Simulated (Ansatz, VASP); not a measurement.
One calculation of MoS2, two programs

```xyz
3
Lattice="1.6255 0.9385 5.9589 -1.6255 0.9385 5.9589 0.0000 -1.8769 5.9589" Properties=species:S:1:pos:R:3 pbc="T T T"
Mo    0.0000    0.0000    0.0000
S     0.0000    0.0000   13.5207
S     0.0000    0.0000    4.3560
```

Change from the starting cell: strain +0.0375 x Voigt [1, 1, 0, 0, 0, 0], atoms carried along.

Alike in both runs: task single point; functional PBE; dispersion D3(BJ); k mesh 18 × 18 × 18; occupations gaussian, width 0.15 eV; no spin polarisation.

```csv
,VASP,Ansatz
version,VASP 6.6.1,Ansatz 0.2.0
potentials or method,"VASP PAW PBE potentials, release 64 (Mo_sv, S), cutoff 520 eV","scalar-relativistic, plane waves, PAW"
valence electrons in the cell,26,26
```

|  | VASP | Ansatz | Ansatz less VASP |
| --- | --- | --- | --- |
| gap on the k mesh at the Fermi level (eV) | none | none | - |
| pressure (GPa) | -9.0 | -8.9 | +0.08 |
| traceless stress, the component that is largest in VASP (GPa) | 1.13 | 1.12 | -0.008 |
| rms of the force components (eV/Å) | 0.392 | 0.389 | -0.0033 |

Atom by atom the forces differ by 0.003 eV/Å (rms over components). A gap of «none» marks a metal or a gap that the smearing closes.
